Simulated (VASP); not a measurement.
Wanted: the native input for a VASP 6.6.1 run.

```
Task                   : relaxation of shape and atoms at fixed volume
Functional             : PBE
Potentials or basis    : VASP PAW PBE potentials, release 64 (Zr_sv, B)
Cutoff                 : 600 eV
k mesh                 : 15 × 15 × 12
Occupations            : gaussian, width 0.1 eV
Spin                   : no spin polarisation
Dipole correction      : no
Further INCAR settings : ALGO = Normal; EDIFF = 1e-07; IBRION = 2; EDIFFG = -0.01; NSW = 50; ISIF = 4
```

The structure of ZrB2 lies in POSCAR:

```
ZrB2
1.0
    3.1083109581      0.0000000000      0.0000000000
   -1.5541554791      2.6918762526      0.0000000000
    0.0000000000      0.0000000000      3.4657874343
Zr B
1 2
Direct
    0.0000000000      0.0000000000      0.0000000000
    0.3333333333      0.6666666667      0.5000000000
    0.6666666667      0.3333333333      0.5000000000
```

The input as run:

INCAR

```
PREC = Accurate
ENCUT = 600
EDIFF = 1E-7
ISMEAR = 0
SIGMA = 0.1
LREAL = False
LASPH = True
NELM = 60
ALGO = Normal
ISIF = 4
LWAVE = False
LCHARG = False
GGA = PE
IBRION = 2
NSW = 50
EDIFFG = -0.01
```

KPOINTS

```
Automatic mesh
0
Gamma
  15 15 12
```

Potentials or basis: VASP PAW PBE potentials, release 64 (Zr_sv, B).

Launch:

```sh
$ cat potpaw_PBE.64/Zr_sv/POTCAR potpaw_PBE.64/B/POTCAR > POTCAR
$ mpirun -np 1 vasp_std > vasp.out
```

It gave:

- Energy gained by relaxing: 0.0 meV/atom
- Ionic steps: 2
- Pressure after relaxing: 16.8 GPa
- Band gap on the k mesh: zero (bands 9 and 10 overlap by 1.06 eV)

Run time: 3.6 min on 1 thread of Intel Xeon 8259CL, on a shared host, peak memory 0.23 GiB.
